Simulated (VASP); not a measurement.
# TiO2 (I4/m) in VASP: single point with PBE

Aim: the single point of TiO2 with PBE.

Everything below comes from runs of VASP 6.6.1. Logs are shortened: lines on timing, memory, paths and dates and some standing lists are left out, and cuts for length are marked.

### 1 The cell of the first run

Symmetry: I4/m, No. 87, tetragonal system. The conventional cell has a = 8.697 Å, b = 8.697 Å, c = 3.762 Å, α = 90.00°, β = 90.00°, γ = 90.00°. Within 2.4 Å of Ti (site symmetry m) lie 6 O at 1.79 to 2.25 Å. O (site symmetry m) has 4 Ti at 1.95 to 2.25 Å and 5 O at 2.63 to 2.65 Å within 2.7 Å. O (site symmetry m) has 2 Ti at 1.79 to 1.80 Å within 2.4 Å.

### 2 Single point, PBE

Input file INCAR:

```
SYSTEM = TiO2
PREC = Accurate
ENCUT = 600
EDIFF = 1E-6
ISMEAR = -1
SIGMA = 0.02
LREAL = .False.
LASPH = .True.
NELM = 120
ALGO = Normal
ISIF = 2
LWAVE = .False.
LCHARG = .False.
GGA = PE
NBANDS = 60
GGA_COMPAT = .False.
```

Input file KPOINTS:

```
Automatic mesh
0
Gamma
  8 8 8
  0 0 0
```

Input file POSCAR:

```
TiO2
1.0
   -4.3485936917      4.3485936917      1.8812270792
    4.3485936917     -4.3485936917      1.8812270792
    4.3485936917      4.3485936917     -1.8812270792
Ti O
4 8
Direct
    0.2911546990      0.0014884695      0.2926431685
    0.0014884695      0.7088453010      0.7103337705
    0.9985115305      0.2911546990      0.2896662295
    0.7088453010      0.9985115305      0.7073568315
    0.4994074301      0.1512441269      0.6506515570
    0.1605493403      0.8403038423      0.0008531826
    0.1512441269      0.5005925699      0.6518366967
    0.1596961577      0.1605493403      0.3202454980
    0.8403038423      0.8394506597      0.6797545020
    0.8487558731      0.4994074301      0.3481633033
    0.8394506597      0.1596961577      0.9991468174
    0.5005925699      0.8487558731      0.3493484430
```

Potentials or basis: VASP PAW PBE potentials, release 64 (Ti_sv, O).

Launch:

```
$ cat potpaw_PBE.64/Ti_sv/POTCAR potpaw_PBE.64/O/POTCAR > POTCAR
$ mpirun -np 1 vasp_std > vasp.out
```

OUTCAR:

```text
SYSTEM = TiO2
   PREC = Accurate
   ENCUT = 600
   EDIFF = 1E-6
   ISMEAR = -1
   LREAL = .False.
   LASPH = .True.
   NELM = 120
   ISIF = 2
   GGA = PE

 ion  position               nearest neighbor table
   1  0.291  0.001  0.293-   8 1.79   6 1.80  10 1.95  10 1.95   5 2.23  12 2.25
   2  0.001  0.709  0.710-   6 1.79   9 1.80   5 1.95   5 1.95   7 2.23  10 2.25
   3  0.999  0.291  0.290-  11 1.79   8 1.80  12 1.95  12 1.95  10 2.23   7 2.25
   4  0.709  0.999  0.707-   9 1.79  11 1.80   7 1.95   7 1.95  12 2.23   5 2.25
   5  0.499  0.151  0.651-   2 1.95   2 1.95   1 2.23   4 2.25
   6  0.161  0.840  0.001-   2 1.79   1 1.80
   7  0.151  0.501  0.652-   4 1.95   4 1.95   2 2.23   3 2.25
   8  0.160  0.161  0.320-   1 1.79   3 1.80
   9  0.840  0.839  0.680-   4 1.79   2 1.80
  10  0.849  0.499  0.348-   1 1.95   1 1.95   3 2.23   2 2.25
  11  0.839  0.160  0.999-   3 1.79   4 1.80
  12  0.501  0.849  0.349-   3 1.95   3 1.95   4 2.23   1 2.25

  LATTYP: Found a body centered tetragonal cell.
 ALAT       =     8.6971873834
 C/A-ratio  =     0.4326058520

  Lattice vectors:

 A1 = (  -4.3485936917,   4.3485936917,   1.8812270792)
 A2 = (   4.3485936917,  -4.3485936917,   1.8812270792)
 A3 = (   4.3485936917,   4.3485936917,  -1.8812270792)

Analysis of symmetry for initial positions (statically):
=====================================================================
 Subroutine PRICEL returns:
 Original cell was already a primitive cell.

 Routine SETGRP: Setting up the symmetry group for a
 body centered tetragonal supercell.

 Subroutine GETGRP returns: Found  8 space group operations
 (whereof  8 operations were pure point group operations)
 out of a pool of 16 trial point group operations.

The static configuration has the point symmetry C_4h.

Analysis of symmetry for dynamics (positions and initial velocities):
=====================================================================
 Subroutine PRICEL returns:
 Original cell was already a primitive cell.

 Routine SETGRP: Setting up the symmetry group for a
 body centered tetragonal supercell.

 Subroutine GETGRP returns: Found  8 space group operations
 (whereof  8 operations were pure point group operations)
 out of a pool of 16 trial point group operations.

The dynamic configuration has the point symmetry C_4h.

 Subroutine INISYM returns: Found  8 space group operations
 (whereof  8 operations are pure point group operations),
 and found     1 'primitive' translations

----------------------------------------------------------------------------------------

                                     Primitive cell

  volume of cell :     142.2980

  direct lattice vectors                    reciprocal lattice vectors
    -4.348593692  4.348593692  1.881227079     0.000000000  0.114979700  0.265783969
     4.348593692 -4.348593692  1.881227079     0.114979700  0.000000000  0.265783969
     4.348593692  4.348593692 -1.881227079     0.114979700  0.114979700  0.000000000

  length of vectors
     6.431139053  6.431139053  6.431139053     0.289588414  0.289588414  0.162605852

  position of ions in fractional coordinates (direct lattice)
     0.291154699  0.001488470  0.292643168
     0.001488470  0.708845301  0.710333771
     0.998511530  0.291154699  0.289666229
     0.708845301  0.998511530  0.707356832
     0.499407430  0.151244127  0.650651557
     0.160549340  0.840303842  0.000853183
     0.151244127  0.500592570  0.651836697
     0.159696158  0.160549340  0.320245498
     0.840303842  0.839450660  0.679754502
     0.848755873  0.499407430  0.348163303
     0.839450660  0.159696158  0.999146817
     0.500592570  0.848755873  0.349348443

  ion indices of the primitive-cell ions
   primitive index   ion index
                 1           1
                 2           2
                 3           3
                 4           4
                 5           5
                 6           6
                 7           7
                 8           8
                 9           9
                10          10
                11          11
                12          12

----------------------------------------------------------------------------------------

 KPOINTS: Automatic mesh

Automatic generation of k-mesh.
 Grid dimensions read from file:
 generate k-points for:    8    8    8

 Generating k-lattice:

  Cartesian coordinates                     Fractional coordinates (reciprocal lattice)
     0.000000000  0.014372463  0.033222996     0.125000000  0.000000000  0.000000000
     0.014372463  0.000000000  0.033222996     0.000000000  0.125000000  0.000000000
     0.014372463  0.014372463  0.000000000     0.000000000  0.000000000  0.125000000

  Length of vectors
     0.036198552  0.036198552  0.020325731

  Shift w.r.t. Gamma in fractional coordinates (k-lattice)
     0.000000000  0.000000000  0.000000000

 Subroutine IBZKPT returns following result:
 ===========================================

 Found     78 irreducible k-points:

 Following reciprocal coordinates:
            Coordinates               Weight
  0.000000  0.000000  0.000000      1.000000
  0.125000 -0.000000  0.000000      8.000000
  0.250000 -0.000000  0.000000      8.000000
  0.375000  0.000000 -0.000000      8.000000
  0.500000 -0.000000  0.000000      4.000000
  0.125000  0.125000  0.000000      8.000000
[... 16 lines left out ...]
 -0.375000  0.250000  0.000000      8.000000
 -0.250000  0.375000 -0.000000      8.000000
 [... further k-points ...]
   k-points           NKPTS =     78   k-points in BZ     NKDIM =     78   number of bands    NBANDS=     60
   number of dos      NEDOS =    301   number of ions     NIONS =     12
   total plane-waves  NPLWV = 157464
   dimension x,y,z NGX =    54 NGY =   54 NGZ =   54
   dimension x,y,z NGXF=   108 NGYF=  108 NGZF=  108
   ions per type =               4   8
   NGX,Y,Z   is equivalent  to a cutoff of  13.96, 13.96, 13.96 a.u.
   NGXF,Y,Z  is equivalent  to a cutoff of  27.92, 27.92, 27.92 a.u.
 SYSTEM =  TiO2
   PREC   = accura    normal or accurate (medium, high low for compatibility)
   ISTART =      0    job   : 0-new  1-cont  2-samecut
   ICHARG =      2    charge: 1-file 2-atom 10-const
   ISPIN  =      1    spin polarized calculation?
   LNONCOLLINEAR =      F non collinear calculations
   LSORBIT =      F    spin-orbit coupling
   LASPH  =      T    aspherical Exc in radial PAW
   ENCUT  =  600.0 eV  44.10 Ry    6.64 a.u.  12.84 12.84 12.84*2*pi/ulx,y,z
   NELM   =    120;   NELMIN=  2; NELMDL= -5     # of ELM steps
   EDIFF  = 0.1E-05   stopping-criterion for ELM
   LREAL  =      F    real-space projection
   EDIFFG = 0.1E-04   stopping-criterion for IOM
   NSW    =      0    number of steps for IOM
   IBRION =     -1    ionic relax: 0-MD 1-quasi-New 2-CG
   NFREE  =      0    steps in history (QN), initial steepest desc. (CG)
   ISIF   =      2    stress and relaxation
   ISYM   =      2    0-nonsym 1-usesym 2-fastsym
   POTIM  = 0.5000    time-step for ionic-motion
   TEBEG  =    0.0;   TEEND  =   0.0 temperature during run
   PSTRESS=    0.0 pullay stress
   NELECT =      96.0000    total number of electrons
   NUPDOWN=      -1.0000    fix difference up-down
   EMIN   =  10.00;   EMAX   =-10.00  energy-range for DOS
   EFERMI =   0.00;   METHOD = LEGACY
   ISMEAR =    -1;   SIGMA  =   0.02  broadening in eV -4-tet -1-fermi 0-gaus
   EFERMI_NEDOS =   21; number of points for ismear=-14 and -15
   IALGO  =     38    algorithm
   IMIX   =      4    mixing-type and parameters
     AMIX     =   0.40;   BMIX     =  1.00
     AMIX_MAG =   1.60;   BMIX_MAG =  1.00
  volume/ion in A,a.u.               =      11.86        80.02
  Fermi-wavevector in a.u.,A,eV,Ry     =   1.435817  2.713300 28.049351  2.061569
  Thomas-Fermi vector in A             =   2.555073
   LORBIT       =      0    0 simple, 1 ext, 2 COOP (PROOUT), +10 PAW based schemes
   GGA     = PE    functional components
   LHFCALC =     F    Hartree Fock is set to
   AEXX    =    0.0000 exact exchange contribution
   IVDW    =     0    specifies the selected vdW correction
   LEPSILON=     F    determine dielectric tensor
   LRPA    =     F    only Hartree local field effects (RPA)
 non-spin polarized calculation
  energy-cutoff  :      600.00
  volume of cell :      142.30
 maximum number of plane-waves:      4816
 NGX is ok and might be reduce to    54
   NGX = 25   NGY = 25   NGZ = 25

 number of electron      96.0000001 magnetization

 Free energy of the ion-electron system (eV)
  ---------------------------------------------------
  ext. energy  EPLUGINS =         0.00000000
  ---------------------------------------------------
  free energy    TOTEN  =      -107.29339565 eV

  energy without entropy =     -107.29339565  energy(sigma->0) =     -107.29339565

 E-fermi :   3.5600     XC(G=0): -10.4409

 val. band max:        3.0651609181   @ k =   0.5000   0.5000   0.5000
 cond. band min:       4.7633435855   @ k =   0.0000   0.0000   0.0000
 fundamental gap:      1.6981826674
 Fermi energy:         3.5599837555

 k-point     1 :       0.0000    0.0000    0.0000
  band No.  band energies     occupation
      1     -53.2458      2.00000
      2     -53.2266      2.00000
      3     -53.2266      2.00000
      4     -53.2102      2.00000
      5     -29.6878      2.00000
      6     -29.6605      2.00000
[... 52 lines left out ...]
     59       7.8387      0.00000
     60       7.9313      0.00000

 k-point     2 :       0.1250   -0.0000    0.0000
  band No.  band energies     occupation
      1     -53.2441      2.00000
      2     -53.2262      2.00000
      3     -53.2262      2.00000
      4     -53.2112      2.00000
      5     -29.6814      2.00000
      6     -29.6591      2.00000
[... 52 lines left out ...]
     59       7.6675      0.00000
     60       7.7643      0.00000

 k-point     3 :       0.2500   -0.0000    0.0000
  band No.  band energies     occupation
      1     -53.2394      2.00000
      2     -53.2254      2.00000
      3     -53.2253      2.00000
      4     -53.2140      2.00000
      5     -29.6667      2.00000
      6     -29.6571      2.00000
[... 1312 lines left out ...]
     59       7.5938      0.00000
     60       7.7976      0.00000

 k-point    24 :      -0.2500    0.3750   -0.0000
  band No.  band energies     occupation
      1     -53.2424      2.00000
      2     -53.2278      2.00000
      3     -53.2246      2.00000
      4     -53.2128      2.00000
      5     -29.6701      2.00000
      6     -29.6562      2.00000
[... 52 lines left out ...]
     59       7.5941      0.00000
     60       7.7987      0.00000

 [... further k-points ...]
[... 5 lines left out ...]
  --------------------------------------------------------------------------------------
  -------------------------------------------------------------------------------------
  Total        4.5697488      4.5697488      3.9019032     -0.0000003     -0.0000000      0.0000000
  in kB       51.4522102     51.4522102     43.9327307     -0.0000031     -0.0000000      0.0000000
  external PRESSURE =      48.9457170 kB  Pullay stress =       0.0000000 kB

 VOLUME and BASIS-vectors are now :
 -----------------------------------------------------------------------------
  energy-cutoff  :      600.00
  volume of cell :      142.30
      direct lattice vectors                 reciprocal lattice vectors
    -4.348593692  4.348593692  1.881227079     0.000000000  0.114979700  0.265783969
     4.348593692 -4.348593692  1.881227079     0.114979700  0.000000000  0.265783969
     4.348593692  4.348593692 -1.881227079     0.114979700  0.114979700  0.000000000

 POSITION                                       TOTAL-FORCE (eV/Angst)
 -----------------------------------------------------------------------------------
      0.01295      2.53223      0.00000        -0.003045      0.186110      0.000000
      6.16496      0.01295      0.00000        -0.186110     -0.003045      0.000000
     -1.81637      4.33565      1.88123         0.186110      0.003045     -0.000000
      4.33565      1.81637      1.88123         0.003045     -0.186110      0.000000
      1.31540      4.34344     -0.00000         0.070364     -0.000765      0.000000
      2.95969     -2.95227      1.88123        -0.006348      0.018459      0.000000
      4.35375      1.31540      0.00000         0.000765      0.070364     -0.000000
      1.39633      1.38891      0.00000         0.018459      0.006348      0.000000
      2.95227      2.95969      1.88123        -0.018459     -0.006348      0.000000
     -0.00515      3.03320      1.88123        -0.000765     -0.070364      0.000000
      1.38891      7.30086     -0.00000         0.006348     -0.018459     -0.000000
      3.03320      0.00515      1.88123        -0.070364      0.000765      0.000000
 -----------------------------------------------------------------------------------
    total drift:                               -0.000000     -0.000000      0.000000

  FREE ENERGIE OF THE ION-ELECTRON SYSTEM (eV)
  ---------------------------------------------------
  free  energy   TOTEN  =      -107.2933956535 eV

  energy  without entropy=     -107.2933956535  energy(sigma->0) =     -107.29339565
```

Run time: 14 min. Hardware: 1 thread of Intel Xeon Platinum 8559C (Emerald Rapids), shared host; peak memory 0.78 GiB.

Results:

| Quantity | Value |
| --- | --- |
| Free energy | -107.2934 eV |
| Pressure | 4.9 GPa |
| Largest force | 0.186 eV/Å |
| Band gap on the k mesh | 1.70 eV (least direct gap 2.38 eV) |

Forces on the atoms (eV/Å):
```
Ti  -0.003  0.186  0.000
Ti  -0.186 -0.003  0.000
Ti   0.186  0.003  0.000
Ti   0.003 -0.186  0.000
O    0.070 -0.001  0.000
O   -0.006  0.018  0.000
O    0.001  0.070  0.000
O    0.018  0.006  0.000
O   -0.018 -0.006  0.000
O   -0.001 -0.070  0.000
O    0.006 -0.018  0.000
O   -0.070  0.001  0.000
```

Caveat: the cell stands under pressure. A k mesh can miss the band edges.
